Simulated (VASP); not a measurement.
A run of VASP 6.6.1 is set up as follows.

Contents of POSCAR:

```
ScAl
1.0
    3.3790994137      0.0000000000      0.0000000000
    0.0000000000      3.3790994137      0.0000000000
    0.0000000000      0.0000000000      3.3790994137
Sc Al
1 1
Direct
    0.5000000000      0.5000000000      0.5000000000
    0.0000000000      0.0000000000      0.0000000000
```

File INCAR.step1:

```
SYSTEM = ScAl
PREC = Accurate ; ENCUT = 520
ISMEAR = 0 ; SIGMA = 0.1
LREAL = .False. ; LASPH = .True.
NELM = 60 ; NBANDS = 14
GGA = PE ; ALGO = Normal
EDIFF = 1E-4 ; LWAVE = .True.
LCHARG = .False.
```

The input INCAR.step2:

```
SYSTEM = ScAl
PREC = Accurate ; ENCUT = 520
EDIFF = 1E-6 ; ISMEAR = 0
SIGMA = 0.1 ; LREAL = .False.
LASPH = .True. ; NELM = 60
ALGO = Normal ; ISIF = 2
LWAVE = .False. ; LCHARG = .False.
METAGGA = R2SCAN ; LMIXTAU = .True.
NBANDS = 14 ; ISTART = 1
```

KPOINTS

```
Automatic mesh
0
Gamma
  12 12 12
  0 0 0
```

Potentials or basis: VASP PAW PBE potentials, release 64 (Sc_sv, Al).

The run is started by

```console
$ cat potpaw_PBE.64/Sc_sv/POTCAR potpaw_PBE.64/Al/POTCAR > POTCAR
$ cp INCAR.step1 INCAR
$ mpirun -np 1 vasp_std > vasp.out
$ cp INCAR.step2 INCAR
$ mpirun -np 1 vasp_std > vasp.out
```

**Question.** Estimate the pressure.

**Answer.** -0.5 GPa.

**Question.** Estimate the band gap on the k mesh.

**Answer.** Zero (band 7 reaches 6.49 eV, above the bottom of band 8 at 5.22 eV).

Caveat: the PAW data sets were made with another functional, which shifts forces and pressure a little.
